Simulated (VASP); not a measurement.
A run of VASP 6.6.1 is set up as follows.

INCAR

```
SYSTEM = Cd
PREC = Accurate
ENCUT = 500
EDIFF = 1E-6
ISMEAR = 0
SIGMA = 0.15
LREAL = .False.
LASPH = .True.
NELM = 120
ALGO = Normal
ISIF = 2
LWAVE = .False.
LCHARG = .False.
GGA = PE
NBANDS = 19
GGA_COMPAT = .False.
```

The input KPOINTS:

```
regular mesh
0
Gamma
  12 10 8
  0 0 0
```

The input POSCAR:

```
Cd
1.0
   -1.4827521214     -0.8658638173     -2.4232575438
   -1.8057795495      3.1245311058     -0.0023914429
    3.0576054112      1.7550156174     -2.4825983646
Cd
2
Direct
    0.5000231607      0.5000014228      0.4999885289
   -0.0000231607     -0.0000014228      0.0000114711
```

Potentials or basis: VASP PAW PBE potentials, release 64 (Cd).

Command:

```bash
$ cat potpaw_PBE.64/Cd/POTCAR > POTCAR
$ mpirun -np 1 vasp_std > vasp.out
```

Problem. What does it give for the band gap on the k mesh?

Solution. Zero (bands 12 and 13 overlap by 4.21 eV).

Problem. What does it give for the pressure?

Solution. 0.2 GPa.

Stress tensor (GPa, compression positive):
```
 0.19  0.00  0.09
 0.00  0.20 -0.01
 0.09 -0.01  0.32
```
